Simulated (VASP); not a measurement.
# CoH (Fm-3m) in VASP: notebook

CoH is run at these levels: PBEsol; tasks: single point, relaxation of cell and atoms.

Everything below comes from runs of VASP 6.6.1. Logs are shortened: lines on timing, memory, paths and dates and some standing lists are left out, and cuts for length are marked.

### 1 The cell of the first run

Symmetry: Fm-3m, No. 225, cubic system. Conventional cell: a = 3.651 Å, b = 3.651 Å, c = 3.651 Å, α = 90.00°, β = 90.00°, γ = 90.00°. Within 2.4 Å of Co (site symmetry m-3m) lie 6 H at 1.83 Å. H (site symmetry m-3m) has 6 Co at 1.83 Å within 2.4 Å.

### 2 Single point, PBEsol, collinear spin, ferromagnetic start

INCAR

```
PREC = Accurate
ENCUT = 520
EDIFF = 1E-6
ISMEAR = 0
SIGMA = 0.1
LREAL = False
LASPH = True
NELM = 150
ALGO = Normal
ISIF = 2
LWAVE = False
LCHARG = False
ISPIN = 2
MAGMOM = 1.28 0
LORBIT = 11
LMAXMIX = 4
GGA = PS
NBANDS = 16
```

KPOINTS

```
Automatic mesh
0
Gamma
  20 20 20
```

POSCAR

```
CoH
1.0
    0.0000000000      1.8252796230      1.8252796230
    1.8252796230      0.0000000000      1.8252796230
    1.8252796230      1.8252796230      0.0000000000
Co H
1 1
Direct
    0.0000000000      0.0000000000      0.0000000000
    0.5000000000      0.5000000000      0.5000000000
```

Potentials or basis: VASP PAW PBE potentials, release 64 (Co, H).

Launch:

```
cat potpaw_PBE.64/Co/POTCAR potpaw_PBE.64/H/POTCAR > POTCAR
mpirun -np 1 vasp_std > vasp.out
```

OUTCAR:

```text
PREC = Accurate
   ENCUT = 520
   EDIFF = 1E-6
   ISMEAR = 0
   LREAL = False
   LASPH = True
   NELM = 150
   ISIF = 2
   ISPIN = 2
   LORBIT = 11
   GGA = PS

 ion  position               nearest neighbor table
   1  0.000  0.000  0.000-   2 1.83   2 1.83   2 1.83   2 1.83   2 1.83   2 1.83
   2  0.500  0.500  0.500-   1 1.83   1 1.83   1 1.83   1 1.83   1 1.83   1 1.83

  LATTYP: Found a face centered cubic cell.
 ALAT       =     3.6505592460

  Lattice vectors:

 A1 = (   0.0000000000,   1.8252796230,   1.8252796230)
 A2 = (   1.8252796230,   0.0000000000,   1.8252796230)
 A3 = (   1.8252796230,   1.8252796230,   0.0000000000)

Analysis of symmetry for initial positions (statically):
=====================================================================
 Subroutine PRICEL returns:
 Original cell was already a primitive cell.

 Routine SETGRP: Setting up the symmetry group for a
 face centered cubic supercell.

 Subroutine GETGRP returns: Found 48 space group operations
 (whereof 48 operations were pure point group operations)
 out of a pool of 48 trial point group operations.

The static configuration has the point symmetry O_h .

Analysis of symmetry for dynamics (positions and initial velocities):
=====================================================================
 Subroutine PRICEL returns:
 Original cell was already a primitive cell.

 Routine SETGRP: Setting up the symmetry group for a
 face centered cubic supercell.

 Subroutine GETGRP returns: Found 48 space group operations
 (whereof 48 operations were pure point group operations)
 out of a pool of 48 trial point group operations.

The dynamic configuration has the point symmetry O_h .

Analysis of structural, dynamic, and magnetic symmetry:
=====================================================================
 Subroutine PRICEL returns:
 Original cell was already a primitive cell.

 Routine SETGRP: Setting up the symmetry group for a
 face centered cubic supercell.

 Subroutine GETGRP returns: Found 48 space group operations
 (whereof 48 operations were pure point group operations)
 out of a pool of 48 trial point group operations.

The overall configuration has the point symmetry O_h .

 Subroutine INISYM returns: Found 48 space group operations
 (whereof 48 operations are pure point group operations),
 and found     1 'primitive' translations

----------------------------------------------------------------------------------------

                                     Primitive cell

  volume of cell :      12.1624

  direct lattice vectors                    reciprocal lattice vectors
     0.000000000  1.825279623  1.825279623    -0.273930632  0.273930632  0.273930632
     1.825279623  0.000000000  1.825279623     0.273930632 -0.273930632  0.273930632
     1.825279623  1.825279623  0.000000000     0.273930632  0.273930632 -0.273930632

  length of vectors
     2.581335198  2.581335198  2.581335198     0.474461772  0.474461772  0.474461772

  position of ions in fractional coordinates (direct lattice)
     0.000000000  0.000000000  0.000000000
     0.500000000  0.500000000  0.500000000

  ion indices of the primitive-cell ions
   primitive index   ion index
                 1           1
                 2           2

----------------------------------------------------------------------------------------

 KPOINTS: Automatic mesh

Automatic generation of k-mesh.
 Grid dimensions read from file:
 generate k-points for:   20   20   20

 Generating k-lattice:

  Cartesian coordinates                     Fractional coordinates (reciprocal lattice)
    -0.013696532  0.013696532  0.013696532     0.050000000  0.000000000  0.000000000
     0.013696532 -0.013696532  0.013696532     0.000000000  0.050000000  0.000000000
     0.013696532  0.013696532 -0.013696532     0.000000000  0.000000000  0.050000000

  Length of vectors
     0.023723089  0.023723089  0.023723089

  Shift w.r.t. Gamma in fractional coordinates (k-lattice)
     0.000000000  0.000000000  0.000000000

 Subroutine IBZKPT returns following result:
 ===========================================

 Found    256 irreducible k-points:

 Following reciprocal coordinates:
            Coordinates               Weight
  0.000000  0.000000  0.000000      1.000000
  0.050000  0.000000  0.000000      8.000000
  0.100000  0.000000  0.000000      8.000000
  0.150000  0.000000  0.000000      8.000000
  0.200000  0.000000  0.000000      8.000000
  0.250000  0.000000  0.000000      8.000000
[... 16 lines left out ...]
 -0.400000  0.050000  0.000000     24.000000
 -0.350000  0.050000  0.000000     24.000000
 [... further k-points ...]
   k-points           NKPTS =    256   k-points in BZ     NKDIM =    256   number of bands    NBANDS=     16
   number of dos      NEDOS =    301   number of ions     NIONS =      2
   total plane-waves  NPLWV =   8000
   dimension x,y,z NGX =    20 NGY =   20 NGZ =   20
   dimension x,y,z NGXF=    40 NGYF=   40 NGZF=   40
   ions per type =               1   1
   NGX,Y,Z   is equivalent  to a cutoff of  12.88, 12.88, 12.88 a.u.
   NGXF,Y,Z  is equivalent  to a cutoff of  25.76, 25.76, 25.76 a.u.
 SYSTEM =  unknown system
   PREC   = accura    normal or accurate (medium, high low for compatibility)
   ISTART =      0    job   : 0-new  1-cont  2-samecut
   ICHARG =      2    charge: 1-file 2-atom 10-const
   ISPIN  =      2    spin polarized calculation?
   LNONCOLLINEAR =      F non collinear calculations
   LSORBIT =      F    spin-orbit coupling
   LASPH  =      T    aspherical Exc in radial PAW
   ENCUT  =  520.0 eV  38.22 Ry    6.18 a.u.   4.80  4.80  4.80*2*pi/ulx,y,z
   NELM   =    150;   NELMIN=  2; NELMDL= -5     # of ELM steps
   EDIFF  = 0.1E-05   stopping-criterion for ELM
   LREAL  =      F    real-space projection
   EDIFFG = 0.1E-04   stopping-criterion for IOM
   NSW    =      0    number of steps for IOM
   IBRION =     -1    ionic relax: 0-MD 1-quasi-New 2-CG
   NFREE  =      0    steps in history (QN), initial steepest desc. (CG)
   ISIF   =      2    stress and relaxation
   ISYM   =      2    0-nonsym 1-usesym 2-fastsym
   POTIM  = 0.5000    time-step for ionic-motion
   TEBEG  =    0.0;   TEEND  =   0.0 temperature during run
   PSTRESS=    0.0 pullay stress
   NELECT =      10.0000    total number of electrons
   NUPDOWN=      -1.0000    fix difference up-down
   EMIN   =  10.00;   EMAX   =-10.00  energy-range for DOS
   EFERMI =   0.00;   METHOD = LEGACY
   ISMEAR =     0;   SIGMA  =   0.10  broadening in eV -4-tet -1-fermi 0-gaus
   EFERMI_NEDOS =   21; number of points for ismear=-14 and -15
   IALGO  =     38    algorithm
   IMIX   =      4    mixing-type and parameters
     AMIX     =   0.40;   BMIX     =  1.00
     AMIX_MAG =   1.60;   BMIX_MAG =  1.00
  volume/ion in A,a.u.               =       6.08        41.04
  Fermi-wavevector in a.u.,A,eV,Ry     =   1.533682  2.898239 32.003374  2.352182
  Thomas-Fermi vector in A             =   2.640715
   LORBIT       =     11    0 simple, 1 ext, 2 COOP (PROOUT), +10 PAW based schemes
   GGA     = PS    functional components
   LHFCALC =     F    Hartree Fock is set to
   AEXX    =    0.0000 exact exchange contribution
   IVDW    =     0    specifies the selected vdW correction
   LEPSILON=     F    determine dielectric tensor
   LRPA    =     F    only Hartree local field effects (RPA)
 spin polarized calculation
 Gauss-broadening in eV      SIGMA  =   0.10
  energy-cutoff  :      520.00
  volume of cell :       12.16
 maximum number of plane-waves:       342
   NGX =  9   NGY =  9   NGZ =  9

 number of electron      10.0000000 magnetization       1.2800000

 number of electron       9.9999994 magnetization       1.1295160

 Free energy of the ion-electron system (eV)
  ---------------------------------------------------
  ext. energy  EPLUGINS =         0.00000000
  ---------------------------------------------------
  free energy    TOTEN  =       -11.16238484 eV

  energy without entropy =      -11.15596903  energy(sigma->0) =      -11.15917693

 E-fermi :  10.5396     XC(G=0): -13.7268

 val. band max:       10.5332973130   @ k =   0.3500   0.3000   0.0000
 cond. band min:      10.5406877790   @ k =   0.4500   0.3000   0.1000
 fundamental gap:      0.0073904660
 Fermi energy:        10.5395879024

 spin component 1

 k-point     1 :       0.0000    0.0000    0.0000
  band No.  band energies     occupation
      1      -2.2209      1.00000
      2       7.8444      1.00000
      3       7.8444      1.00000
      4       7.8444      1.00000
      5       8.9587      1.00000
      6       8.9587      1.00000
[... 8 lines left out ...]
     15      46.0332      0.00000
     16      46.0332      0.00000
[... 419 lines left out ...]
 k-point    24 :      -0.3500    0.0500    0.0000
  band No.  band energies     occupation
      1       1.8952      1.00000
      2       6.3059      1.00000
      3       7.7663      1.00000
      4       7.8130      1.00000
      5       9.3413      1.00000
      6       9.5837      1.00000
[... 8 lines left out ...]
     15      45.8598      0.00000
     16      48.4911      0.00000

 [... further k-points ...]

 spin component 2

 k-point     1 :       0.0000    0.0000    0.0000
  band No.  band energies     occupation
      1      -2.2124      1.00000
      2       9.0519      1.00000
      3       9.0519      1.00000
      4       9.0519      1.00000
      5      10.0362      1.00000
      6      10.0362      1.00000
[... 8 lines left out ...]
     15      46.4524      0.00000
     16      46.4524      0.00000
[... 419 lines left out ...]
 k-point    24 :      -0.3500    0.0500    0.0000
  band No.  band energies     occupation
      1       1.9231      1.00000
      2       7.0715      1.00000
      3       8.8170      1.00000
      4       8.8583      1.00000
      5      10.5969      0.20870
      6      10.8351      0.00001
[... 8 lines left out ...]
     15      46.2604      0.00000
     16      49.3972      0.00000

 [... further k-points ...]

------------------------ aborting loop because EDIFF is reached ----------------------------------------

  FORCE on cell =-STRESS in cart. coord.  units (eV):
  Direction    XX          YY          ZZ          XY          YZ          ZX
  --------------------------------------------------------------------------------------
  -------------------------------------------------------------------------------------
  Total       -0.0315482     -0.0315482     -0.0315482     -0.0000000      0.0000000     -0.0000000
  in kB       -4.1559191     -4.1559191     -4.1559191     -0.0000000      0.0000000     -0.0000000
  external PRESSURE =      -4.1559191 kB  Pullay stress =       0.0000000 kB

 VOLUME and BASIS-vectors are now :
 -----------------------------------------------------------------------------
  energy-cutoff  :      520.00
  volume of cell :       12.16
      direct lattice vectors                 reciprocal lattice vectors
     0.000000000  1.825279623  1.825279623    -0.273930632  0.273930632  0.273930632
     1.825279623  0.000000000  1.825279623     0.273930632 -0.273930632  0.273930632
     1.825279623  1.825279623  0.000000000     0.273930632  0.273930632 -0.273930632

 POSITION                                       TOTAL-FORCE (eV/Angst)
 -----------------------------------------------------------------------------------
      0.00000      0.00000      0.00000         0.000000     -0.000000     -0.000000
      1.82528      1.82528      1.82528        -0.000000      0.000000      0.000000
 -----------------------------------------------------------------------------------
    total drift:                                0.000000     -0.000000     -0.000000

  FREE ENERGIE OF THE ION-ELECTRON SYSTEM (eV)
  ---------------------------------------------------
  free  energy   TOTEN  =       -11.1623848354 eV

  energy  without entropy=      -11.1559690275  energy(sigma->0) =      -11.15917693

 total charge

# of ion       s       p       d       tot
------------------------------------------
    1        0.414   0.572   7.457   8.443
    2        0.506   0.044   0.000   0.549
--------------------------------------------------
tot          0.919   0.616   7.457   8.992

 magnetization (x)

# of ion       s       p       d       tot
------------------------------------------
    1       -0.008  -0.020   1.184   1.156
    2       -0.007  -0.003   0.000  -0.010
--------------------------------------------------
tot         -0.015  -0.023   1.184   1.146
```

Wall time 2.1 min (1 thread of Intel Xeon Platinum 8259CL at 2.50GHz (Skylake/Cascade Lake), shared host); peak memory 0.2 GiB.

Results:

* Free energy: -11.1624 eV
* Pressure: -0.4 GPa
* Net moment: 1.13 μB per cell
* Site moments: Co +1.16; H -0.01 μB
* Valence electrons inside the program's atomic spheres: Co 8.44; H 0.55

Caveat: the PAW data sets were made with another functional, which shifts forces and pressure a little.

### 3 Relaxation of cell and atoms, PBEsol, collinear spin, ferromagnetic start

This run uses another cell than the first one, of 6.26 Å³/atom.

INCAR

```
SYSTEM = CoH
ALGO     = Normal         ! electronic algorithm
EDIFF    = 1E-6           ! SCF threshold, eV
EDIFFG   = -0.005         ! ionic threshold
ENCUT    = 600            ! plane-wave cutoff, eV
GGA      = PS             ! functional
IBRION   = 2              ! ionic algorithm
ISIF     = 3              ! what is computed and relaxed
ISMEAR   = 0              ! smearing method
ISPIN    = 2              ! spin polarisation
LASPH    = .TRUE.         ! aspherical terms in the spheres
LCHARG   = .FALSE.        ! write CHGCAR
LMAXMIX  = 4              ! l up to which the mixer works
LORBIT   = 11             ! projections on sites
LREAL    = .FALSE.        ! projectors in reciprocal space
LWAVE    = .FALSE.        ! write WAVECAR
MAGMOM   = 1.28 0         ! initial moments
NELM     = 150            ! most SCF steps
NSW      = 100            ! ionic steps
PREC     = Accurate       ! precision mode
SIGMA    = 0.1            ! smearing width, eV
```

KPOINTS

```
k-points
0
G
  20 20 20
  0 0 0
```

POSCAR

```
CoH
1.0
    0.0000000000      1.8429617100      1.8429617100
    1.8429617100      0.0000000000      1.8429617100
    1.8429617100      1.8429617100      0.0000000000
Co H
1 1
Direct
    0.0000000000      0.0000000000      0.0000000000
    0.5000000000      0.5000000000      0.5000000000
```

Potentials or basis: VASP PAW PBE potentials, release 64 (Co, H).

Launch:

```
cat potpaw_PBE.64/Co/POTCAR potpaw_PBE.64/H/POTCAR > POTCAR
mpirun -np 1 vasp_std > vasp.out
```

OUTCAR:

```text
SYSTEM = CoH
   EDIFF = 1E-6
   EDIFFG = -0.005
   ENCUT = 600
   GGA = PS
   IBRION = 2
   ISIF = 3
   ISMEAR = 0
   ISPIN = 2
   LASPH = .TRUE.
   LORBIT = 11
   LREAL = .FALSE.
   NELM = 150
   NSW = 100
   PREC = Accurate

 ion  position               nearest neighbor table
   1  0.000  0.000  0.000-   2 1.84   2 1.84   2 1.84   2 1.84   2 1.84   2 1.84
   2  0.500  0.500  0.500-   1 1.84   1 1.84   1 1.84   1 1.84   1 1.84   1 1.84

  LATTYP: Found a face centered cubic cell.
 ALAT       =     3.6859234200

  Lattice vectors:

 A1 = (   0.0000000000,   1.8429617100,   1.8429617100)
 A2 = (   1.8429617100,   0.0000000000,   1.8429617100)
 A3 = (   1.8429617100,   1.8429617100,   0.0000000000)

Analysis of symmetry for initial positions (statically):
=====================================================================
 Subroutine PRICEL returns:
 Original cell was already a primitive cell.

 Routine SETGRP: Setting up the symmetry group for a
 face centered cubic supercell.

 Subroutine GETGRP returns: Found 48 space group operations
 (whereof 48 operations were pure point group operations)
 out of a pool of 48 trial point group operations.

The static configuration has the point symmetry O_h .

Analysis of symmetry for dynamics (positions and initial velocities):
=====================================================================
 Subroutine PRICEL returns:
 Original cell was already a primitive cell.

 Routine SETGRP: Setting up the symmetry group for a
 face centered cubic supercell.

 Subroutine GETGRP returns: Found 48 space group operations
 (whereof 48 operations were pure point group operations)
 out of a pool of 48 trial point group operations.
[... 246 lines left out ...]

 E-fermi :  10.5650     XC(G=0): -13.7370

 val. band max:       10.5647427688   @ k =   0.4500   0.3000   0.1000
 cond. band min:      10.5659520604   @ k =   0.5000   0.3000   0.1500
 fundamental gap:      0.0012092916
 Fermi energy:        10.5649907075

 spin component 1

 k-point     1 :       0.0000    0.0000    0.0000
  band No.  band energies     occupation
      1      -2.2109      1.00000
      2       7.8673      1.00000
      3       7.8673      1.00000
      4       7.8673      1.00000
      5       8.9844      1.00000
      6       8.9844      1.00000
      7      25.9326      0.00000
      8      31.3516      0.00000
      9      32.0336      0.00000
     10      32.0336      0.00000
[... 287 lines left out ...]
 k-point    24 :      -0.3500    0.0500    0.0000
  band No.  band energies     occupation
      1       1.9099      1.00000
      2       6.3246      1.00000
      3       7.7887      1.00000
      4       7.8355      1.00000
      5       9.3683      1.00000
      6       9.6114      1.00000
      7      16.2444      0.00000
      8      24.0758      0.00000
      9      30.0611      0.00000
     10      33.1148      0.00000

 [... further k-points ...]

 spin component 2

 k-point     1 :       0.0000    0.0000    0.0000
  band No.  band energies     occupation
      1      -2.2022      1.00000
      2       9.0721      1.00000
      3       9.0721      1.00000
      4       9.0721      1.00000
      5      10.0593      1.00000
      6      10.0593      1.00000
      7      25.9220      0.00000
      8      31.2073      0.00000
      9      32.0675      0.00000
     10      32.0675      0.00000
[... 328 lines left out ...]
  FREE ENERGIE OF THE ION-ELECTRON SYSTEM (eV)
  ---------------------------------------------------
  free  energy   TOTEN  =       -11.1629983835 eV

  energy  without entropy=      -11.1565815426  energy(sigma->0) =      -11.15978996

 reached required accuracy - stopping structural energy minimisation

 total charge

# of ion       s       p       d       tot
------------------------------------------
    1        0.415   0.574   7.459   8.447
    2        0.506   0.044   0.000   0.550
--------------------------------------------------
tot          0.920   0.618   7.459   8.997

 magnetization (x)

# of ion       s       p       d       tot
------------------------------------------
    1       -0.008  -0.020   1.181   1.153
    2       -0.007  -0.003   0.000  -0.010
--------------------------------------------------
tot         -0.015  -0.023   1.181   1.143
```

Wall time 3.2 min (1 thread of Intel Xeon Platinum 8259CL at 2.50GHz (Skylake/Cascade Lake), shared host); peak memory 0.21 GiB.

What came out:

```
Free energy                                           : -11.1630 eV
Relaxed volume                                        : 6.07 Å³/atom
Relaxed cell                                          : a = 2.580 Å, b = 2.580 Å, c = 2.580 Å, α = 60.00°, β = 60.00°, γ = 60.00°
Space group after relaxing (to 0.1 Å)                 : Fm-3m (No. 225)
Energy gained by relaxing                             : 4.1 meV/atom
Ionic steps                                           : 3
Pressure after relaxing                               : 0.0 GPa
Net moment                                            : 1.13 μB per cell
Site moments                                          : Co +1.15; H -0.01 μB
Valence electrons inside the program's atomic spheres : Co 8.45; H 0.55
```

The path:
```tsv
step	energy change (eV)	largest force (eV/Å)	pressure (GPa)	volume (Å³)
1	0.0000	0.0000	-6.79	12.52
2	-0.0077	0.0000	1.90	12.04
3	-0.0082	0.0000	0.01	12.14
```

Final structure:
```xyz
2
Lattice="0.0000 1.8242 1.8242 1.8242 0.0000 1.8242 1.8242 1.8242 0.0000" Properties=species:S:1:pos:R:3 pbc="T T T"
Co    0.0000    0.0000    0.0000
H     1.8242    1.8242    1.8242
```

Caveat: the PAW data sets were made with another functional, which shifts forces and pressure a little.
